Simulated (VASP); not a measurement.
# C: single point with PBE

Crystal: C.

```xyz
2
Lattice="4.4171 0.2751 0.1725 3.5838 2.5967 0.1725 3.5838 1.2864 2.2623" Properties=species:S:1:pos:R:3 pbc="T T T"
C     9.6540    3.4652    2.1728
C     1.9307    0.6930    0.4345
```

```json
{
  "Program": "VASP 6.6.1",
  "Task": "single point",
  "Functional": "PBE",
  "Potentials or basis": "VASP PAW PBE potentials, release 64 (C)",
  "Cutoff": "520 eV",
  "k mesh": "12 × 12 × 12",
  "Occupations": "fermi-dirac, width 0.05 eV",
  "Spin": "no spin polarisation",
  "Dipole correction": "no",
  "Further INCAR settings": "ALGO = Normal; EDIFF = 1e-06; NBANDS = 11"
}
```

```yaml
Pressure: 0.4 GPa
Band_gap_on_the_k_mesh: 0.15 eV, direct
```

Stress tensor (GPa, compression positive):
```
 0.06 -0.18 -0.11
-0.18  0.50 -0.04
-0.11 -0.04  0.54
```

Levels at points of the mesh, in eV from the valence-band top:
| k point | band 2 | band 3 | band 4 | band 5 | band 6 | band 7 |
| --- | --- | --- | --- | --- | --- | --- |
| (0.00, 0.00, 0.00) | -7.26 | -2.97 | -2.97 | 3.21 | 8.38 | 8.38 |
| (0.50, 0.00, 0.00) | -13.16 | -6.34 | -2.20 | 1.86 | 7.47 | 11.09 |
| (0.50, 0.50, 0.00) | -13.15 | -6.35 | -2.37 | 1.63 | 7.40 | 12.07 |
| (0.50, 0.50, 0.50) | -7.80 | -2.97 | -2.97 | 6.67 | 8.37 | 8.37 |

Wall time 65 s on 1 thread of Intel(R) Xeon(R) Platinum 8488C (Sapphire Rapids) (shared host), peak memory 0.2 GiB.

A k mesh can miss the band edges.
